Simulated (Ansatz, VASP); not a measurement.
One calculation of CoSi, two programs

```
Co Si
1.0
     4.43074   -0.00001   -0.00005
    -0.00001    4.43069    0.00002
    -0.00005    0.00002    4.43059
Co Si
4 4
Direct
  0.14499 0.14500 0.14499
  0.35503 0.85501 0.64500
  0.64497 0.35500 0.85500
  0.85501 0.64500 0.35501
  0.84316 0.84314 0.84315
  0.65685 0.15685 0.34315
  0.34316 0.65685 0.15686
  0.15683 0.34314 0.65685
```

Change from the starting cell: atom 2 moved 0.45 Å; relaxed back.

Alike in both runs: functional PBE; k mesh 8 × 8 × 8; occupations gaussian, width 0.15 eV; no spin polarisation.

Ansatz relaxed the structure, and its values are those at the end. VASP's run is a single point on that final structure, the one shown.

|  | VASP | Ansatz |
| --- | --- | --- |
| version | VASP 6.6.1 | Ansatz 0.2.0 |
| potentials or method | VASP PAW PBE potentials, release 64 (Co, Si), cutoff 520 eV | scalar-relativistic, plane waves, PAW |
| valence electrons in the cell | 52 | 84 |

|  | VASP | Ansatz | Ansatz less VASP |
| --- | --- | --- | --- |
| gap on the k mesh at the Fermi level (eV) | none | none | - |
| pressure (GPa) | 0.0 | 0.0 | +0.06 |

A gap of «none» marks a metal or a gap that the smearing closes. VASP's potentials hold 52 valence electrons a cell and Ansatz's 84, so a difference there can come from the potentials and not from the codes.
